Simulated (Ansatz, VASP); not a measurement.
Two plane-wave programs on AsPb4

```xyz
5
Lattice="4.2539 0.0000 0.0000 -2.1270 3.6840 0.0000 0.0000 0.0000 9.1299" Properties=species:S:1:pos:R:3 pbc="T T T"
As    0.0000    0.0000    0.0000
Pb    0.0000    2.4560    0.0000
Pb    2.1270    1.2280    0.0000
Pb    0.0000    0.0000    3.4033
Pb    0.0000    0.0000    5.7266
```

Alike in both runs: task single point; functional PBE; k mesh 6 × 6 × 2; occupations gaussian, width 0.1 eV; no spin polarisation.

|  | VASP | Ansatz |
| --- | --- | --- |
| version | VASP 6.6.1 | Ansatz 0.2.0 |
| potentials or method | VASP PAW PBE potentials, release 64 (As, Pb_d), cutoff 520 eV | scalar-relativistic, plane waves, PAW |
| valence electrons in the cell | 61 | 71 |

VASP gave:

```
gap on the k mesh at the Fermi level (eV) : none
rms of the force components (eV/Å)        : 3.517
```

Task: Estimate Ansatz's values.

Result: gap on the k mesh at the Fermi level (eV): none; rms of the force components (eV/Å): 3.505.

Atom by atom the forces differ by 0.012 eV/Å (rms over components). A gap of «none» marks a metal or a gap that the smearing closes. VASP's potentials hold 61 valence electrons a cell and Ansatz's 71, so a difference there can come from the potentials and not from the codes.

Spin-orbit coupling is off throughout.
